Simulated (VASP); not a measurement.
# InBS3 (Pm-3m) in VASP: density of states with PBE

Aim: the density of states of InBS3 with PBE.

Program: VASP 6.6.1. These are calculated values, not measurements. Logs are shortened: lines on timing, memory, paths and dates and some standing lists are left out, and cuts for length are marked.

## 1. The cell of the first run

Symmetry: Pm-3m, No. 221, cubic system. Conventional cell: a = 4.308 Å, b = 4.308 Å, c = 4.308 Å, α = 90.00°, β = 90.00°, γ = 90.00°. In (site symmetry m-3m) has 12 S at 3.05 Å and 8 B at 3.73 Å within 4.0 Å. B (site symmetry m-3m) has 6 S at 2.15 Å within 2.9 Å. S (site symmetry 4/mmm) has 2 B at 2.15 Å within 2.9 Å.

## 2. Density of states, PBE

Input file POSCAR:

```
InBS3
1.0
    4.3079187020      0.0000000000      0.0000000000
    0.0000000000      4.3079187020      0.0000000000
    0.0000000000      0.0000000000      4.3079187020
In B S
1 1 3
Direct
    0.0000000000      0.0000000000      0.0000000000
    0.5000000000      0.5000000000      0.5000000000
    0.5000000000      0.5000000000      0.0000000000
    0.0000000000      0.5000000000      0.5000000000
    0.5000000000      0.0000000000      0.5000000000
```

Input file INCAR.step1:

```
ALGO     = Normal         # electronic algorithm
EDIFF    = 1E-6           # SCF threshold, eV
ENCUT    = 520            # plane-wave cutoff, eV
GGA      = PE             # functional
ISIF     = 2              # what is computed and relaxed
ISMEAR   = 0              # smearing method
LASPH    = True           # aspherical terms in the spheres
LCHARG   = True           # write CHGCAR
LREAL    = False          # projectors in reciprocal space
LWAVE    = False          # write WAVECAR
NBANDS   = 25             # bands
NELM     = 100            # most SCF steps
PREC     = Accurate       # precision mode
SIGMA    = 0.1            # smearing width, eV
```

Input file KPOINTS.step1:

```
k-points
0
Gamma
  10 10 10
```

Input file INCAR.step2:

```
ALGO     = Normal         # electronic algorithm
EDIFF    = 1E-6           # SCF threshold, eV
ENCUT    = 520            # plane-wave cutoff, eV
GGA      = PE             # functional
ICHARG   = 11             # starting density
ISIF     = 2              # what is computed and relaxed
ISMEAR   = -5             # smearing method
LASPH    = True           # aspherical terms in the spheres
LCHARG   = False          # write CHGCAR
LORBIT   = 10             # projections on sites
LREAL    = False          # projectors in reciprocal space
LWAVE    = False          # write WAVECAR
NEDOS    = 2001           # points of the DOS
NELM     = 100            # most SCF steps
PREC     = Accurate       # precision mode
SIGMA    = 0.1            # smearing width, eV
```

Input file KPOINTS.step2:

```
k-points
0
Gamma
  15 15 15
```

Potentials or basis: VASP PAW PBE potentials, release 64 (In_d, B, S).

On the command line:

```
cat potpaw_PBE.64/In_d/POTCAR potpaw_PBE.64/B/POTCAR potpaw_PBE.64/S/POTCAR > POTCAR
cp INCAR.step1 INCAR
cp KPOINTS.step1 KPOINTS
mpirun -np 1 vasp_std > vasp.out
cp INCAR.step2 INCAR
cp KPOINTS.step2 KPOINTS
mpirun -np 1 vasp_std > vasp.out
```

OUTCAR:

```text
EDIFF = 1E-6
   ENCUT = 520
   GGA = PE
   ICHARG = 11
   ISIF = 2
   ISMEAR = -5
   LASPH = True
   LORBIT = 10
   LREAL = False
   NELM = 100
   PREC = Accurate

 ion  position               nearest neighbor table
   1  0.000  0.000  0.000-   3 3.05   4 3.05   5 3.05   4 3.05   5 3.05   3 3.05   4 3.05   4 3.05
                             3 3.05   5 3.05   5 3.05   3 3.05
   2  0.500  0.500  0.500-   3 2.15   4 2.15   5 2.15   3 2.15   5 2.15   4 2.15
   3  0.500  0.500  0.000-   2 2.15   2 2.15   1 3.05   1 3.05   1 3.05   1 3.05
   4  0.000  0.500  0.500-   2 2.15   2 2.15   1 3.05   1 3.05   1 3.05   1 3.05
   5  0.500  0.000  0.500-   2 2.15   2 2.15   1 3.05   1 3.05   1 3.05   1 3.05

  LATTYP: Found a simple cubic cell.
 ALAT       =     4.3079187020

  Lattice vectors:

 A1 = (   4.3079187020,   0.0000000000,   0.0000000000)
 A2 = (   0.0000000000,   4.3079187020,   0.0000000000)
 A3 = (   0.0000000000,   0.0000000000,   4.3079187020)

Analysis of symmetry for initial positions (statically):
=====================================================================
 Subroutine PRICEL returns:
 Original cell was already a primitive cell.

 Routine SETGRP: Setting up the symmetry group for a
 simple cubic supercell.

 Subroutine GETGRP returns: Found 48 space group operations
 (whereof 48 operations were pure point group operations)
 out of a pool of 48 trial point group operations.

The static configuration has the point symmetry O_h .

Analysis of symmetry for dynamics (positions and initial velocities):
=====================================================================
 Subroutine PRICEL returns:
 Original cell was already a primitive cell.

 Routine SETGRP: Setting up the symmetry group for a
 simple cubic supercell.

 Subroutine GETGRP returns: Found 48 space group operations
 (whereof 48 operations were pure point group operations)
 out of a pool of 48 trial point group operations.

The dynamic configuration has the point symmetry O_h .

 Subroutine INISYM returns: Found 48 space group operations
 (whereof 48 operations are pure point group operations),
 and found     1 'primitive' translations

----------------------------------------------------------------------------------------

                                     Primitive cell

  volume of cell :      79.9471

  direct lattice vectors                    reciprocal lattice vectors
     4.307918702  0.000000000  0.000000000     0.232130657  0.000000000  0.000000000
     0.000000000  4.307918702  0.000000000     0.000000000  0.232130657  0.000000000
     0.000000000  0.000000000  4.307918702     0.000000000  0.000000000  0.232130657

  length of vectors
     4.307918702  4.307918702  4.307918702     0.232130657  0.232130657  0.232130657

  position of ions in fractional coordinates (direct lattice)
     0.000000000  0.000000000  0.000000000
     0.500000000  0.500000000  0.500000000
     0.500000000  0.500000000  0.000000000
     0.000000000  0.500000000  0.500000000
     0.500000000  0.000000000  0.500000000

  ion indices of the primitive-cell ions
   primitive index   ion index
                 1           1
                 2           2
                 3           3
                 4           4
                 5           5

----------------------------------------------------------------------------------------

 KPOINTS: k-points

Automatic generation of k-mesh.
 Grid dimensions read from file:
 generate k-points for:   15   15   15

 Generating k-lattice:

  Cartesian coordinates                     Fractional coordinates (reciprocal lattice)
     0.015475377  0.000000000  0.000000000     0.066666667  0.000000000  0.000000000
     0.000000000  0.015475377  0.000000000     0.000000000  0.066666667  0.000000000
     0.000000000  0.000000000  0.015475377     0.000000000  0.000000000  0.066666667

  Length of vectors
     0.015475377  0.015475377  0.015475377

  Shift w.r.t. Gamma in fractional coordinates (k-lattice)
     0.000000000  0.000000000  0.000000000

 TETIRR: Found   1667 inequivalent tetrahedra from    20250

 Subroutine IBZKPT returns following result:
 ===========================================

 Found    120 irreducible k-points:

 Following reciprocal coordinates:
            Coordinates               Weight
  0.000000  0.000000  0.000000      1.000000
  0.066667  0.000000  0.000000      6.000000
  0.133333  0.000000  0.000000      6.000000
  0.200000  0.000000  0.000000      6.000000
  0.266667  0.000000  0.000000      6.000000
  0.333333  0.000000  0.000000      6.000000
[... 16 lines left out ...]
  0.266667  0.200000  0.000000     24.000000
  0.333333  0.200000  0.000000     24.000000
 [... further k-points ...]
   k-points           NKPTS =    120   k-points in BZ     NKDIM =    120   number of bands    NBANDS=     21
   number of dos      NEDOS =   2001   number of ions     NIONS =      5
   total plane-waves  NPLWV =  32768
   dimension x,y,z NGX =    32 NGY =   32 NGZ =   32
   dimension x,y,z NGXF=    64 NGYF=   64 NGZF=   64
   ions per type =               1   1   3
   NGX,Y,Z   is equivalent  to a cutoff of  12.35, 12.35, 12.35 a.u.
   NGXF,Y,Z  is equivalent  to a cutoff of  24.70, 24.70, 24.70 a.u.
 SYSTEM =  unknown system
   PREC   = accura    normal or accurate (medium, high low for compatibility)
   ISTART =      0    job   : 0-new  1-cont  2-samecut
   ICHARG =     11    charge: 1-file 2-atom 10-const
   ISPIN  =      1    spin polarized calculation?
   LNONCOLLINEAR =      F non collinear calculations
   LSORBIT =      F    spin-orbit coupling
   LASPH  =      T    aspherical Exc in radial PAW
   ENCUT  =  520.0 eV  38.22 Ry    6.18 a.u.   8.01  8.01  8.01*2*pi/ulx,y,z
   NELM   =    100;   NELMIN=  2; NELMDL=  0     # of ELM steps
   EDIFF  = 0.1E-05   stopping-criterion for ELM
   LREAL  =      F    real-space projection
   EDIFFG = 0.1E-04   stopping-criterion for IOM
   NSW    =      0    number of steps for IOM
   IBRION =     -1    ionic relax: 0-MD 1-quasi-New 2-CG
   NFREE  =      0    steps in history (QN), initial steepest desc. (CG)
   ISIF   =      2    stress and relaxation
   ISYM   =      2    0-nonsym 1-usesym 2-fastsym
   POTIM  = 0.5000    time-step for ionic-motion
   TEBEG  =    0.0;   TEEND  =   0.0 temperature during run
   PSTRESS=    0.0 pullay stress
   NELECT =      34.0000    total number of electrons
   NUPDOWN=      -1.0000    fix difference up-down
   EMIN   =  10.00;   EMAX   =-10.00  energy-range for DOS
   EFERMI =   0.00;   METHOD = LEGACY
   ISMEAR =    -5;   SIGMA  =   0.10  broadening in eV -4-tet -1-fermi 0-gaus
   EFERMI_NEDOS =   21; number of points for ismear=-14 and -15
   IALGO  =     38    algorithm
   IMIX   =      4    mixing-type and parameters
     AMIX     =   0.40;   BMIX     =  1.00
     AMIX_MAG =   1.60;   BMIX_MAG =  1.00
  volume/ion in A,a.u.               =      15.99       107.90
  Fermi-wavevector in a.u.,A,eV,Ry     =   1.231120  2.326479 20.621750  1.515656
  Thomas-Fermi vector in A             =   2.365942
   LORBIT       =     10    0 simple, 1 ext, 2 COOP (PROOUT), +10 PAW based schemes
   GGA     = PE    functional components
   LHFCALC =     F    Hartree Fock is set to
   AEXX    =    0.0000 exact exchange contribution
   IVDW    =     0    specifies the selected vdW correction
   LEPSILON=     F    determine dielectric tensor
   LRPA    =     F    only Hartree local field effects (RPA)
 non-spin polarized calculation
 Fermi weights with tetrahedron method with Bloechl corrections
  energy-cutoff  :      520.00
  volume of cell :       79.95
 maximum number of plane-waves:      2194

 number of electron      33.9999986 magnetization

 Free energy of the ion-electron system (eV)
  ---------------------------------------------------
  ext. energy  EPLUGINS =         0.00000000
  ---------------------------------------------------
  free energy    TOTEN  =       -19.37967735 eV

  energy without entropy =      -19.37967735  energy(sigma->0) =      -19.37967735

 E-fermi :   7.0086     XC(G=0): -10.9272

 val. band max:        7.0621682977   @ k =   0.3333   0.2667   0.2667
 cond. band min:       7.0218946791   @ k =   0.4667   0.2667   0.0000
 fundamental gap:     -0.0402736186
 Fermi energy:         7.0086227277

 k-point     1 :       0.0000    0.0000    0.0000
  band No.  band energies     occupation
      1      -8.5398      2.00000
      2      -6.9577      2.00000
      3      -6.9577      2.00000
      4      -6.8666      2.00000
      5      -6.8666      2.00000
      6      -6.8666      2.00000
[... 13 lines left out ...]
     20      13.0567      0.00000
     21      13.0661      0.00000

 k-point     2 :       0.0667    0.0000    0.0000
  band No.  band energies     occupation
      1      -8.5143      2.00000
      2      -6.9565      2.00000
      3      -6.9554      2.00000
      4      -6.8679      2.00000
      5      -6.8679      2.00000
      6      -6.8665      2.00000
[... 13 lines left out ...]
     20      13.0276      0.00000
     21      13.1082      0.00000

 k-point     3 :       0.1333    0.0000    0.0000
  band No.  band energies     occupation
      1      -8.4389      2.00000
      2      -6.9535      2.00000
      3      -6.9490      2.00000
      4      -6.8715      2.00000
      5      -6.8715      2.00000
      6      -6.8663      2.00000
[... 13 lines left out ...]
     20      12.7748      0.00000
     21      13.1431      0.00000
[... 457 lines left out ...]
 k-point    23 :       0.2667    0.2000    0.0000
  band No.  band energies     occupation
      1      -7.9469      2.00000
      2      -6.9351      2.00000
      3      -6.9201      2.00000
      4      -6.8817      2.00000
      5      -6.8750      2.00000
      6      -6.8740      2.00000
[... 13 lines left out ...]
     20      11.7793      0.00000
     21      12.0974      0.00000

 k-point    24 :       0.3333    0.2000    0.0000
  band No.  band energies     occupation
      1      -7.7673      2.00000
      2      -6.9359      2.00000
      3      -6.9083      2.00000
      4      -6.8871      2.00000
      5      -6.8745      2.00000
      6      -6.8648      2.00000
[... 13 lines left out ...]
     20      11.4674      0.00000
     21      11.7564      0.00000

 [... further k-points ...]

------------------------ aborting loop because EDIFF is reached ----------------------------------------

  FORCE on cell =-STRESS in cart. coord.  units (eV):
  Direction    XX          YY          ZZ          XY          YZ          ZX
  --------------------------------------------------------------------------------------
  -------------------------------------------------------------------------------------
  Total       -0.1140239     -0.1140239     -0.1140239     -0.0000000     -0.0000000      0.0000000
  in kB       -2.2850929     -2.2850929     -2.2850929     -0.0000000     -0.0000000      0.0000000
  external PRESSURE =      -2.2850929 kB  Pullay stress =       0.0000000 kB

 VOLUME and BASIS-vectors are now :
 -----------------------------------------------------------------------------
  energy-cutoff  :      520.00
  volume of cell :       79.95
      direct lattice vectors                 reciprocal lattice vectors
     4.307918702  0.000000000  0.000000000     0.232130657  0.000000000  0.000000000
     0.000000000  4.307918702  0.000000000     0.000000000  0.232130657  0.000000000
     0.000000000  0.000000000  4.307918702     0.000000000  0.000000000  0.232130657

 POSITION                                       TOTAL-FORCE (eV/Angst)
 -----------------------------------------------------------------------------------
      0.00000      0.00000      0.00000         0.000000      0.000000      0.000000
      2.15396      2.15396      2.15396         0.000000      0.000000      0.000000
      2.15396      2.15396      0.00000         0.000000      0.000000      0.000000
      0.00000      2.15396      2.15396         0.000000      0.000000      0.000000
      2.15396      0.00000      2.15396         0.000000      0.000000      0.000000
 -----------------------------------------------------------------------------------
    total drift:                                0.000000     -0.000000     -0.000000

  FREE ENERGIE OF THE ION-ELECTRON SYSTEM (eV)
  ---------------------------------------------------
  free  energy   TOTEN  =       -19.3796773459 eV

  energy  without entropy=      -19.3796773459  energy(sigma->0) =      -19.37967735

 total charge

# of ion       s       p       d       tot
------------------------------------------
    1        0.905   0.358   9.893  11.156
    2        0.665   0.887   0.000   1.552
    3        1.378   2.249   0.000   3.627
    4        1.378   2.249   0.000   3.627
    5        1.378   2.249   0.000   3.627
--------------------------------------------------
tot          5.704   7.992   9.893  23.590
```

Wall time 3.7 min (1 thread of Oxide Virtual Turin-like, shared host); peak memory 0.28 GiB.

What came out:

```yaml
Valence_electrons_inside_the_program's_atomic_spheres: In 11.16; B 1.55; S 3.63
```

Caveat: spin-orbit coupling is left out, which moves the levels of the heavy elements; tetrahedron occupations give inexact forces and stress in metals.
